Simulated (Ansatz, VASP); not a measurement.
# One calculation of CdTe2Pb3, two programs

```
Cd Te Pb
1.0
     4.60835    0.00000    0.00000
     0.00000    4.60835    0.00000
     0.00000    0.00000    9.22901
Cd Te Pb
1 2 3
Direct
  0.50000 0.50000 0.00000
  0.50000 0.00000 0.32267
  0.00000 0.50000 0.67733
  0.00000 0.00000 0.00000
  0.50000 0.00000 0.67502
  0.00000 0.50000 0.32498
```

Alike in both runs: task single point; functional PBE; k mesh 6 × 6 × 4; occupations gaussian, width 0.2 eV; no spin polarisation.

|  | VASP | Ansatz |
| --- | --- | --- |
| version | VASP 6.6.1 | Ansatz 0.2.0 |
| potentials or method | VASP PAW PBE potentials, release 64 (Cd, Te, Pb_d), cutoff 520 eV | scalar-relativistic, plane waves, PAW |
| valence electrons in the cell | 66 | 94 |

```tsv
	VASP	Ansatz	Ansatz less VASP
gap on the k mesh at the Fermi level (eV)	none	none	-
pressure (GPa)	0.0	0.0	+0.02
rms of the force components (eV/Å)	0.006	0.006	+0.0001
```

Atom by atom the forces differ by 0.000 eV/Å (rms over components). A gap of «none» marks a metal or a gap that the smearing closes. VASP's potentials hold 66 valence electrons a cell and Ansatz's 94, so a difference there can come from the potentials and not from the codes.

Neither program's run includes spin-orbit coupling.
